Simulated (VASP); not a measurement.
Here is a VASP 6.6.1 calculation.

Contents of INCAR:

```
SYSTEM = VN
ALGO     = Normal         ! electronic algorithm
DIPOL    = 0.5 0.5 0.500
EDIFF    = 1E-6           ! SCF threshold, eV
ENCUT    = 520            ! plane-wave cutoff, eV
GGA      = PS             ! functional
IDIPOL   = 3            
ISIF     = 2              ! what is computed and relaxed
ISMEAR   = 0              ! smearing method
LASPH    = .True.         ! aspherical terms in the spheres
LCHARG   = .True.         ! write CHGCAR
LDIPOL   = .True.       
LELF     = .True.         ! ELF
LREAL    = .False.        ! projectors in reciprocal space
LVACPOTAV= .True.       
LVHAR    = .True.       
LWAVE    = .False.        ! write WAVECAR
NBANDS   = 56             ! bands
NELM     = 60             ! most SCF steps
PREC     = Accurate       ! precision mode
SIGMA    = 0.1            ! smearing width, eV
```

KPOINTS

```
k-points
0
Gamma
  12 12 1
  0 0 0
```

POSCAR

```
VN
1.0
    2.8799338781      0.0000000000      0.0000000000
   -1.4399669391      2.4940958997      0.0000000000
    0.0000000000      0.0000000000     25.5815527416
N V
5 5
Direct
    0.3333333333      0.6666666667      0.2931800144
    0.0000000000      0.0000000000      0.3851000080
    0.6666666667      0.3333333333      0.4770200016
    0.3333333333      0.6666666667      0.5689399952
    0.0000000000      0.0000000000      0.6608599888
    0.6666666667      0.3333333333      0.3391400112
    0.3333333333      0.6666666667      0.4310600048
    0.0000000000      0.0000000000      0.5229799984
    0.6666666667      0.3333333333      0.6148999920
    0.3333333333      0.6666666667      0.7068199856
```

Potentials or basis: VASP PAW PBE potentials, release 64 (N, V_sv).

Run with:

```bash
$ cat potpaw_PBE.64/N/POTCAR potpaw_PBE.64/V_sv/POTCAR > POTCAR
$ mpirun -np 1 vasp_std > vasp.out
```

Predict the largest force.

4.213 eV/Å.

What does it give for the band gap on the k mesh?

Zero (bands 45 and 46 overlap by 0.96 eV).

Forces on the atoms (eV/Å):
```
N    0.000  0.000  3.785
N    0.000  0.000  0.451
N    0.000  0.000  0.240
N    0.000  0.000  0.253
N    0.000  0.000  1.754
V    0.000  0.000 -4.213
V    0.000  0.000 -0.389
V    0.000  0.000 -0.061
V    0.000  0.000  0.105
V    0.000  0.000 -1.924
```

Caveat: the PAW data sets were made with another functional, which shifts forces and pressure a little; the run has no spin polarisation, though such a crystal can be magnetic. With open d or f shells a metallic result of PBEsol can be an artefact of self-interaction; +U or a hybrid may open a gap.
